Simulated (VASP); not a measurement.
Crystal: RbCl.

```
CELL_PARAMETERS angstrom
4.63014 0.00000 0.00000
-2.31507 4.00981 0.00000
0.00000 0.00000 11.34147
ATOMIC_POSITIONS crystal
Rb 0.00000 0.00000 0.00000
Rb 0.33333 0.66667 0.33333
Rb 0.66667 0.33333 0.66667
Cl 0.66667 0.33333 0.16667
Cl 0.00000 0.00000 0.50000
Cl 0.33333 0.66667 0.83333
```

```yaml
Program: VASP 6.6.1
Task: relaxation of cell and atoms
Functional: PBE
Potentials_or_basis: VASP PAW PBE potentials, release 64 (Rb_sv, Cl)
Cutoff: 500 eV
k_mesh: 6 × 6 × 2
Occupations: gaussian, width 0.02 eV
Spin: no spin polarisation
```

At the start: pressure 1.2 GPa; volume 35.09 Å³/atom.

Question: Where does the relaxation end?

Answer: Over 4 steps the energy falls by 8.2 meV/atom and the volume is 37.54 Å³/atom (+7.0 %); space group Fm-3m (No. 225, to 0.1 Å) before and after.

The path:
```csv
step,energy change (eV),largest force (eV/Å),pressure (GPa),volume (Å³)
1,0.0000,0.0000,1.15,210.57
2,-0.0392,0.0000,0.48,218.35
3,-0.0493,0.0000,-0.04,225.84
4,-0.0493,0.0000,0.00,225.25
```

Final structure:
```yaml
crystal:
  lattice:
    - [4.73538, 0.00000, 0.00000]
    - [-2.36769, 4.10096, 0.00000]
    - [0.00000, 0.00000, 11.59925]
  atoms:
    - { symbol: Rb, position: [0.00000, 0.00000, 0.00000] }
    - { symbol: Rb, position: [0.33333, 0.66667, 0.33333] }
    - { symbol: Rb, position: [0.66667, 0.33333, 0.66667] }
    - { symbol: Cl, position: [0.66667, 0.33333, 0.16667] }
    - { symbol: Cl, position: [0.00000, 0.00000, 0.50000] }
    - { symbol: Cl, position: [0.33333, 0.66667, 0.83333] }
```
